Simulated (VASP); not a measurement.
Write the native input for VASP 6.6.1 that does the following.

```yaml
Task: single point
Functional: PBE
Potentials_or_basis: VASP PAW PBE potentials, release 64 (Tl_d, Si)
Cutoff: 520 eV
k_mesh: 12 × 12 × 12
Occupations: gaussian, width 0.1 eV
Spin: no spin polarisation
Dipole_correction: no
Further_INCAR_settings: ALGO = Fast; EDIFF = 1e-06; NBANDS = 18
```

The structure of TlSi2 lies in POSCAR:

```
TlSi2
1.0
    1.9112459908      1.1034583873      5.8135261741
   -1.9112459908      1.1034583873      5.8135261741
    0.0000000000     -2.2069167745      5.8135261741
Tl Si
1 2
Direct
    0.7886940520      0.7886940520      0.7886940520
    0.9786792681      0.9786792681      0.9786792681
    0.2665756699      0.2665756699      0.2665756699
```

The cell was generated, and may not be a known phase.

These files were run (other wordings do the same):

INCAR

```
  ALGO = Fast
  EDIFF = 1E-6
  ENCUT = 520
  GGA = PE
  ISIF = 2
  ISMEAR = 0
  LASPH = T
  LCHARG = F
  LREAL = F
  LWAVE = F
  NBANDS = 18
  NELM = 60
  PREC = Accurate
  SIGMA = 0.1
```

KPOINTS

```
k-points
0
Gamma
  12 12 12
```

Potentials or basis: VASP PAW PBE potentials, release 64 (Tl_d, Si).

The run is started by

```console
$ cat potpaw_PBE.64/Tl_d/POTCAR potpaw_PBE.64/Si/POTCAR > POTCAR
$ mpirun -np 1 vasp_std > vasp.out
```

It gave:

```
Pressure               : -0.1 GPa
Largest force          : 0.012 eV/Å
Band gap on the k mesh : zero (an odd number of electrons rules out a gap without spin polarisation)
```

Caveat: spin-orbit coupling is left out, which moves the levels of the heavy elements; an odd number of electrons without spin polarisation forces a metal; a magnetic or distorted state may lie lower.

Run time: 14 min on 1 thread of Oxide Virtual Turin-like Processor, with other jobs on the host, peak memory 0.45 GiB.
